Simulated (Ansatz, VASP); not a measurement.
## BP: VASP beside Ansatz

File INCAR:

```
PREC = Accurate
ENCUT = 500
EDIFF = 1E-6
ISMEAR = 0
SIGMA = 0.01
LREAL = False
LASPH = True
NELM = 120
ALGO = Normal
ISIF = 2
LWAVE = False
LCHARG = False
GGA = PS
NBANDS = 11
GGA_COMPAT = False
```

KPOINTS

```
regular mesh
0
Gamma
  10 10 10
```

POSCAR

```
BP
1.0
    0.0000000000      2.2675000000      2.2675000000
    2.2675000000      0.0000000000      2.2675000000
    2.2675000000      2.2675000000      0.0000000000
B P
1 1
Direct
    0.0000000000      0.0000000000      0.0000000000
    0.2500000000      0.2500000000      0.2500000000
```

Input for Ansatz:

```yaml
crystal:
  lattice:
    - [0.0, 2.2675, 2.2675]
    - [2.2675, 0.0, 2.2675]
    - [2.2675, 2.2675, 0.0]
  atoms:
    - { symbol: B, position: [0.0, 0.0, 0.0] }
    - { symbol: P, position: [0.25, 0.25, 0.25] }
scf:
  occupations: { method: fixed }
output:
  forces: true
  stress: true
  eigenvalues: true
hamiltonian:
  xc: pbesol
basis:
  ecutwfc: 520
kpoints:
  mp_grid: { grid: [10, 10, 10] }
```

Alike in both runs: task single point; functional PBEsol; k mesh 10 × 10 × 10; no spin polarisation.

```csv
,VASP,Ansatz
version,VASP 6.6.1,Ansatz 0.2.0
potentials or method,"VASP PAW PBE potentials, release 64 (B, P), cutoff 500 eV","scalar-relativistic, plane waves, PAW"
occupations,"gaussian, width 0.01 eV",fixed
valence electrons in the cell,8,8
```

VASP gave:

- gap on the k mesh at the Fermi level (eV): 1.13
- least direct gap on the mesh (eV): 3.36
- pressure (GPa): -1.5

Which values does Ansatz return?

gap on the k mesh at the Fermi level (eV): 1.13; least direct gap on the mesh (eV): 3.37; pressure (GPa): -1.6.

VASP's potentials were made for PBE, not for PBEsol.
